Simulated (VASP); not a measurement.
# GaP (F-43m) in VASP: further runs

The runs below take GaP through single point, with PBE.

All numbers are computed with VASP 6.6.1; they aren't measurements. Logs are shortened: lines on timing, memory, paths and dates and some standing lists are left out, and cuts for length are marked.

**1. The cell of the first run**

The structure is cubic, space group F-43m (No. 216). The conventional cell has a = 5.504 Å, b = 5.504 Å, c = 5.504 Å, α = 90.00°, β = 90.00°, γ = 90.00°. Within 3.1 Å of Ga (site symmetry -43m) lie 4 P at 2.38 Å. Within 3.1 Å of P (site symmetry -43m) lie 4 Ga at 2.38 Å.

**2. Single point, PBE**

INCAR reads:

```
SYSTEM = GaP
ALGO = Normal
EDIFF = 1E-6
ENCUT = 500
GGA = PE
GGA_COMPAT = .FALSE.
ISIF = 2
ISMEAR = 0
LASPH = .TRUE.
LCHARG = .FALSE.
LREAL = .FALSE.
LWAVE = .FALSE.
NBANDS = 16
NELM = 120
PREC = Accurate
SIGMA = 0.2
```

KPOINTS reads:

```
k-points
0
G
  6 6 6
  0 0 0
```

POSCAR reads:

```
GaP
1.0
    0.0000000000      2.7517571869      2.7517571869
    2.7517571869      0.0000000000      2.7517571869
    2.7517571869      2.7517571869      0.0000000000
Ga P
1 1
Direct
    0.0000000000      0.0000000000      0.0000000000
    0.7500000000      0.7500000000      0.7500000000
```

Potentials or basis: VASP PAW PBE potentials, release 64 (Ga_d, P).

The run is started by

```
$ cat potpaw_PBE.64/Ga_d/POTCAR potpaw_PBE.64/P/POTCAR > POTCAR
$ mpirun -np 1 vasp_std > vasp.out
```

OUTCAR:

```text
SYSTEM = GaP
   EDIFF = 1E-6
   ENCUT = 500
   GGA = PE
   ISIF = 2
   ISMEAR = 0
   LASPH = .TRUE.
   LREAL = .FALSE.
   NELM = 120
   PREC = Accurate

 ion  position               nearest neighbor table
   1  0.000  0.000  0.000-   2 2.38   2 2.38   2 2.38   2 2.38
   2  0.750  0.750  0.750-   1 2.38   1 2.38   1 2.38   1 2.38

  LATTYP: Found a face centered cubic cell.
 ALAT       =     5.5035143738

  Lattice vectors:

 A1 = (   0.0000000000,   2.7517571869,   2.7517571869)
 A2 = (   2.7517571869,   0.0000000000,   2.7517571869)
 A3 = (   2.7517571869,   2.7517571869,   0.0000000000)

Analysis of symmetry for initial positions (statically):
=====================================================================
 Subroutine PRICEL returns:
 Original cell was already a primitive cell.

 Routine SETGRP: Setting up the symmetry group for a
 face centered cubic supercell.

 Subroutine GETGRP returns: Found 24 space group operations
 (whereof 24 operations were pure point group operations)
 out of a pool of 48 trial point group operations.

The static configuration has the point symmetry T_d .

Analysis of symmetry for dynamics (positions and initial velocities):
=====================================================================
 Subroutine PRICEL returns:
 Original cell was already a primitive cell.

 Routine SETGRP: Setting up the symmetry group for a
 face centered cubic supercell.

 Subroutine GETGRP returns: Found 24 space group operations
 (whereof 24 operations were pure point group operations)
 out of a pool of 48 trial point group operations.

The dynamic configuration has the point symmetry T_d .

 Subroutine INISYM returns: Found 24 space group operations
 (whereof 24 operations are pure point group operations),
 and found     1 'primitive' translations

----------------------------------------------------------------------------------------

                                     Primitive cell

  volume of cell :      41.6735

  direct lattice vectors                    reciprocal lattice vectors
     0.000000000  2.751757187  2.751757187    -0.181702078  0.181702078  0.181702078
     2.751757187  0.000000000  2.751757187     0.181702078 -0.181702078  0.181702078
     2.751757187  2.751757187  0.000000000     0.181702078  0.181702078 -0.181702078

  length of vectors
     3.891572334  3.891572334  3.891572334     0.314717232  0.314717232  0.314717232

  position of ions in fractional coordinates (direct lattice)
     0.000000000  0.000000000  0.000000000
     0.750000000  0.750000000  0.750000000

  ion indices of the primitive-cell ions
   primitive index   ion index
                 1           1
                 2           2

----------------------------------------------------------------------------------------

 KPOINTS: k-points

Automatic generation of k-mesh.
 Grid dimensions read from file:
 generate k-points for:    6    6    6

 Generating k-lattice:

  Cartesian coordinates                     Fractional coordinates (reciprocal lattice)
    -0.030283680  0.030283680  0.030283680     0.166666667  0.000000000  0.000000000
     0.030283680 -0.030283680  0.030283680     0.000000000  0.166666667  0.000000000
     0.030283680  0.030283680 -0.030283680     0.000000000  0.000000000  0.166666667

  Length of vectors
     0.052452872  0.052452872  0.052452872

  Shift w.r.t. Gamma in fractional coordinates (k-lattice)
     0.000000000  0.000000000  0.000000000

 Subroutine IBZKPT returns following result:
 ===========================================

 Found     16 irreducible k-points:

 Following reciprocal coordinates:
            Coordinates               Weight
  0.000000  0.000000  0.000000      1.000000
  0.166667  0.000000  0.000000      8.000000
  0.333333  0.000000  0.000000      8.000000
  0.500000  0.000000  0.000000      4.000000
  0.166667  0.166667  0.000000      6.000000
  0.333333  0.166667  0.000000     24.000000
[... 8 lines left out ...]
 -0.333333  0.333333  0.166667     24.000000
 -0.333333  0.500000  0.166667     12.000000
   k-points           NKPTS =     16   k-points in BZ     NKDIM =     16   number of bands    NBANDS=     16
   number of dos      NEDOS =    301   number of ions     NIONS =      2
   total plane-waves  NPLWV =  21952
   dimension x,y,z NGX =    28 NGY =   28 NGZ =   28
   dimension x,y,z NGXF=    56 NGYF=   56 NGZF=   56
   ions per type =               1   1
   NGX,Y,Z   is equivalent  to a cutoff of  11.96, 11.96, 11.96 a.u.
   NGXF,Y,Z  is equivalent  to a cutoff of  23.92, 23.92, 23.92 a.u.
 SYSTEM =  GaP
   PREC   = accura    normal or accurate (medium, high low for compatibility)
   ISTART =      0    job   : 0-new  1-cont  2-samecut
   ICHARG =      2    charge: 1-file 2-atom 10-const
   ISPIN  =      1    spin polarized calculation?
   LNONCOLLINEAR =      F non collinear calculations
   LSORBIT =      F    spin-orbit coupling
   LASPH  =      T    aspherical Exc in radial PAW
   ENCUT  =  500.0 eV  36.75 Ry    6.06 a.u.   7.10  7.10  7.10*2*pi/ulx,y,z
   NELM   =    120;   NELMIN=  2; NELMDL= -5     # of ELM steps
   EDIFF  = 0.1E-05   stopping-criterion for ELM
   LREAL  =      F    real-space projection
   EDIFFG = 0.1E-04   stopping-criterion for IOM
   NSW    =      0    number of steps for IOM
   IBRION =     -1    ionic relax: 0-MD 1-quasi-New 2-CG
   NFREE  =      0    steps in history (QN), initial steepest desc. (CG)
   ISIF   =      2    stress and relaxation
   ISYM   =      2    0-nonsym 1-usesym 2-fastsym
   POTIM  = 0.5000    time-step for ionic-motion
   TEBEG  =    0.0;   TEEND  =   0.0 temperature during run
   PSTRESS=    0.0 pullay stress
   NELECT =      18.0000    total number of electrons
   NUPDOWN=      -1.0000    fix difference up-down
   EMIN   =  10.00;   EMAX   =-10.00  energy-range for DOS
   EFERMI =   0.00;   METHOD = LEGACY
   ISMEAR =     0;   SIGMA  =   0.20  broadening in eV -4-tet -1-fermi 0-gaus
   EFERMI_NEDOS =   21; number of points for ismear=-14 and -15
   IALGO  =     38    algorithm
   IMIX   =      4    mixing-type and parameters
     AMIX     =   0.40;   BMIX     =  1.00
     AMIX_MAG =   1.60;   BMIX_MAG =  1.00
  volume/ion in A,a.u.               =      20.84       140.61
  Fermi-wavevector in a.u.,A,eV,Ry     =   1.237501  2.338538 20.836081  1.531409
  Thomas-Fermi vector in A             =   2.372065
   LORBIT       =      0    0 simple, 1 ext, 2 COOP (PROOUT), +10 PAW based schemes
   GGA     = PE    functional components
   LHFCALC =     F    Hartree Fock is set to
   AEXX    =    0.0000 exact exchange contribution
   IVDW    =     0    specifies the selected vdW correction
   LEPSILON=     F    determine dielectric tensor
   LRPA    =     F    only Hartree local field effects (RPA)
 non-spin polarized calculation
 Gauss-broadening in eV      SIGMA  =   0.20
  energy-cutoff  :      500.00
  volume of cell :       41.67
 maximum number of plane-waves:      1067
   NGX = 15   NGY = 15   NGZ = 15

 number of electron      18.0000010 magnetization

 Free energy of the ion-electron system (eV)
  ---------------------------------------------------
  ext. energy  EPLUGINS =         0.00000000
  ---------------------------------------------------
  free energy    TOTEN  =        -9.11187376 eV

  energy without entropy =       -9.11187376  energy(sigma->0) =       -9.11187376

 E-fermi :   5.1499     XC(G=0):  -9.6984

 val. band max:        4.3668942004   @ k =   0.0000   0.0000   0.0000
 cond. band min:       5.9484951876   @ k =   0.5000   0.0000   0.0000
 fundamental gap:      1.5816009872
 Fermi energy:         5.1499441270

 k-point     1 :       0.0000    0.0000    0.0000
  band No.  band energies     occupation
      1     -10.1455      2.00000
      2     -10.1455      2.00000
      3     -10.1455      2.00000
      4     -10.0546      2.00000
      5     -10.0546      2.00000
      6      -7.9114      2.00000
[... 8 lines left out ...]
     15      14.1103      0.00000
     16      14.1103      0.00000

 k-point     2 :       0.1667    0.0000    0.0000
  band No.  band energies     occupation
      1     -10.1653      2.00000
      2     -10.1384      2.00000
      3     -10.1384      2.00000
      4     -10.0544      2.00000
      5     -10.0544      2.00000
      6      -7.5689      2.00000
[... 8 lines left out ...]
     15      13.3118      0.00000
     16      14.2955      0.00000

 k-point     3 :       0.3333    0.0000    0.0000
  band No.  band energies     occupation
      1     -10.2010      2.00000
      2     -10.1269      2.00000
      3     -10.1269      2.00000
      4     -10.0513      2.00000
      5     -10.0513      2.00000
      6      -6.6603      2.00000
[... 8 lines left out ...]
     15      13.9610      0.00000
     16      13.9756      0.00000

 k-point     4 :       0.5000    0.0000    0.0000
  band No.  band energies     occupation
      1     -10.2175      2.00000
      2     -10.1229      2.00000
      3     -10.1229      2.00000
      4     -10.0479      2.00000
      5     -10.0479      2.00000
      6      -5.9385      2.00000
[... 8 lines left out ...]
     15      15.9574      0.00000
     16      15.9574      0.00000
[... 172 lines left out ...]
 k-point    14 :       0.5000    0.3333    0.1667
  band No.  band energies     occupation
      1     -10.2230      2.00000
      2     -10.1143      2.00000
      3     -10.1042      2.00000
      4     -10.0670      2.00000
      5     -10.0447      2.00000
      6      -5.9163      2.00000
[... 8 lines left out ...]
     15      16.0099      0.00000
     16      17.4479      0.00000

 k-point    15 :      -0.3333    0.3333    0.1667
  band No.  band energies     occupation
      1     -10.2286      2.00000
      2     -10.1142      2.00000
      3     -10.0981      2.00000
      4     -10.0640      2.00000
      5     -10.0475      2.00000
      6      -5.3030      2.00000
[... 8 lines left out ...]
     15      16.6585      0.00000
     16      16.9701      0.00000

 k-point    16 :      -0.3333    0.5000    0.1667
  band No.  band energies     occupation
      1     -10.2388      2.00000
      2     -10.1041      2.00000
      3     -10.0906      2.00000
      4     -10.0729      2.00000
      5     -10.0425      2.00000
      6      -5.0160      2.00000
[... 8 lines left out ...]
     15      16.1381      0.00000
     16      17.7829      0.00000

------------------------ aborting loop because EDIFF is reached ----------------------------------------

  FORCE on cell =-STRESS in cart. coord.  units (eV):
  Direction    XX          YY          ZZ          XY          YZ          ZX
  --------------------------------------------------------------------------------------
  -------------------------------------------------------------------------------------
  Total        0.0119764      0.0119764      0.0119764      0.0000000      0.0000000      0.0000000
  in kB        0.4604428      0.4604428      0.4604428      0.0000000      0.0000000      0.0000000
  external PRESSURE =       0.4604428 kB  Pullay stress =       0.0000000 kB

 VOLUME and BASIS-vectors are now :
 -----------------------------------------------------------------------------
  energy-cutoff  :      500.00
  volume of cell :       41.67
      direct lattice vectors                 reciprocal lattice vectors
     0.000000000  2.751757187  2.751757187    -0.181702078  0.181702078  0.181702078
     2.751757187  0.000000000  2.751757187     0.181702078 -0.181702078  0.181702078
     2.751757187  2.751757187  0.000000000     0.181702078  0.181702078 -0.181702078

 POSITION                                       TOTAL-FORCE (eV/Angst)
 -----------------------------------------------------------------------------------
      0.00000      0.00000      0.00000         0.000000      0.000000      0.000000
      4.12764      4.12764      4.12764        -0.000000     -0.000000     -0.000000
 -----------------------------------------------------------------------------------
    total drift:                               -0.000001     -0.000001     -0.000001

  FREE ENERGIE OF THE ION-ELECTRON SYSTEM (eV)
  ---------------------------------------------------
  free  energy   TOTEN  =        -9.1118737611 eV

  energy  without entropy=       -9.1118737605  energy(sigma->0) =       -9.11187376
```

Wall time 20 s (1 thread of AMD EPYC 7R13, shared host); peak memory 0.12 GiB.

Results:

```
Free energy            : -9.1119 eV
Pressure               : 0.0 GPa
Band gap on the k mesh : 1.58 eV, indirect (the least direct gap lies 3.8 meV higher)
```

Levels at points of the mesh, in eV from the valence-band top:
| k point | band 6 | band 7 | band 8 | band 9 | band 10 | band 11 | band 12 | band 13 |
| --- | --- | --- | --- | --- | --- | --- | --- | --- |
| (0.00, 0.00, 0.00) | -12.28 | 0.00 | 0.00 | 0.00 | 1.59 | 3.89 | 3.89 | 3.89 |
| (0.50, 0.00, 0.00) | -10.31 | -6.47 | -1.08 | -1.08 | 1.58 | 4.72 | 4.72 | 8.23 |
| (0.50, 0.50, 0.00) | -9.44 | -6.62 | -2.58 | -2.58 | 1.71 | 1.84 | 10.38 | 10.38 |

A k mesh can miss the band edges.

**3. Single point, PBE**

INCAR reads:

```
SYSTEM = GaP
PREC     = Accurate       ! precision mode
ENCUT    = 500            ! plane-wave cutoff, eV
EDIFF    = 1E-6           ! SCF threshold, eV
ISMEAR   = 0              ! smearing method
SIGMA    = 0.1            ! smearing width, eV
LREAL    = .False.        ! projectors in reciprocal space
LASPH    = .True.         ! aspherical terms in the spheres
NELM     = 120            ! most SCF steps
ALGO     = Normal         ! electronic algorithm
ISIF     = 2              ! what is computed and relaxed
LWAVE    = .False.        ! write WAVECAR
LCHARG   = .False.        ! write CHGCAR
GGA      = PE             ! functional
NBANDS   = 16             ! bands
GGA_COMPAT= .False.
```

KPOINTS reads:

```
regular mesh
0
Gamma
  6 6 6
  0 0 0
```

POSCAR: that of step 2 with these lines changed.

```diff
@@ -9,2 +9,2 @@
     0.0000000000      0.0000000000      0.0000000000
-    0.7500000000      0.7500000000      0.7500000000
+    0.2500000000      0.2500000000      0.2500000000
```

Potentials or basis: VASP PAW PBE potentials, release 64 (Ga_d, P).

The run is started by

```
$ cat potpaw_PBE.64/Ga_d/POTCAR potpaw_PBE.64/P/POTCAR > POTCAR
$ mpirun -np 1 vasp_std > vasp.out
```

OUTCAR:

```text
SYSTEM = GaP
   PREC = Accurate
   ENCUT = 500
   EDIFF = 1E-6
   ISMEAR = 0
   LREAL = .False.
   LASPH = .True.
   NELM = 120
   ISIF = 2
   GGA = PE

 ion  position               nearest neighbor table
   1  0.000  0.000  0.000-   2 2.38   2 2.38   2 2.38   2 2.38
   2  0.250  0.250  0.250-   1 2.38   1 2.38   1 2.38   1 2.38

  LATTYP: Found a face centered cubic cell.
 ALAT       =     5.5035143738

  Lattice vectors:

 A1 = (   0.0000000000,   2.7517571869,   2.7517571869)
 A2 = (   2.7517571869,   0.0000000000,   2.7517571869)
 A3 = (   2.7517571869,   2.7517571869,   0.0000000000)

Analysis of symmetry for initial positions (statically):
=====================================================================
 Subroutine PRICEL returns:
 Original cell was already a primitive cell.

 Routine SETGRP: Setting up the symmetry group for a
 face centered cubic supercell.

 Subroutine GETGRP returns: Found 24 space group operations
 (whereof 24 operations were pure point group operations)
 out of a pool of 48 trial point group operations.

The static configuration has the point symmetry T_d .

[... 148 lines left out ...]

  energy without entropy =       -9.11187376  energy(sigma->0) =       -9.11187376

 E-fermi :   4.8077     XC(G=0):  -9.6984

 val. band max:        4.3668937944   @ k =   0.0000   0.0000   0.0000
 cond. band min:       5.9484933740   @ k =   0.5000   0.0000   0.0000
 fundamental gap:      1.5815995796
 Fermi energy:         4.8077045375

 k-point     1 :       0.0000    0.0000    0.0000
  band No.  band energies     occupation
      1     -10.1455      2.00000
      2     -10.1455      2.00000
      3     -10.1455      2.00000
      4     -10.0546      2.00000
      5     -10.0546      2.00000
      6      -7.9114      2.00000
[... 281 lines left out ...]
      3     -10.0907      2.00000
      4     -10.0729      2.00000
      5     -10.0426      2.00000
      6      -5.0160      2.00000
[... 8 lines left out ...]
     15      16.1381      0.00000
     16      17.7829      0.00000

------------------------ aborting loop because EDIFF is reached ----------------------------------------

  FORCE on cell =-STRESS in cart. coord.  units (eV):
  Direction    XX          YY          ZZ          XY          YZ          ZX
  --------------------------------------------------------------------------------------
  -------------------------------------------------------------------------------------
  Total        0.0122213      0.0122213      0.0122213      0.0000000     -0.0000000     -0.0000000
  in kB        0.4698599      0.4698599      0.4698599      0.0000000     -0.0000000     -0.0000000
  external PRESSURE =       0.4698599 kB  Pullay stress =       0.0000000 kB

 VOLUME and BASIS-vectors are now :
 -----------------------------------------------------------------------------
  energy-cutoff  :      500.00
  volume of cell :       41.67
      direct lattice vectors                 reciprocal lattice vectors
     0.000000000  2.751757187  2.751757187    -0.181702078  0.181702078  0.181702078
     2.751757187  0.000000000  2.751757187     0.181702078 -0.181702078  0.181702078
     2.751757187  2.751757187  0.000000000     0.181702078  0.181702078 -0.181702078

 POSITION                                       TOTAL-FORCE (eV/Angst)
 -----------------------------------------------------------------------------------
      0.00000      0.00000      0.00000        -0.000000     -0.000000     -0.000000
      1.37588      1.37588      1.37588         0.000000      0.000000      0.000000
 -----------------------------------------------------------------------------------
    total drift:                                0.000001      0.000001      0.000001

  FREE ENERGIE OF THE ION-ELECTRON SYSTEM (eV)
  ---------------------------------------------------
  free  energy   TOTEN  =        -9.1118737622 eV

  energy  without entropy=       -9.1118737622  energy(sigma->0) =       -9.11187376
```

stdout:

```text
POSCAR found type information on POSCAR GaP
 POSCAR found :  2 types and       2 ions
 scaLAPACK will be used
 LDA part: xc-table for (Slater+PW92), standard interpolation
 POSCAR, INCAR and KPOINTS ok, starting setup
 FFT: planning ... GRIDC
 FFT: planning ... GRID_SOFT
 FFT: planning ... GRID
 WAVECAR not read
 entering main loop
```

Run time: 22 s. Hardware: 1 thread of AMD EPYC 7R13, shared host; peak memory 0.12 GiB.

What came out:

- Free energy: -9.1119 eV
- Pressure: 0.0 GPa
- Band gap on the k mesh: 1.58 eV, indirect (the least direct gap lies 3.8 meV higher)

A k mesh can miss the band edges. PBE gaps usually lie below the measured ones, often by a third to a half.
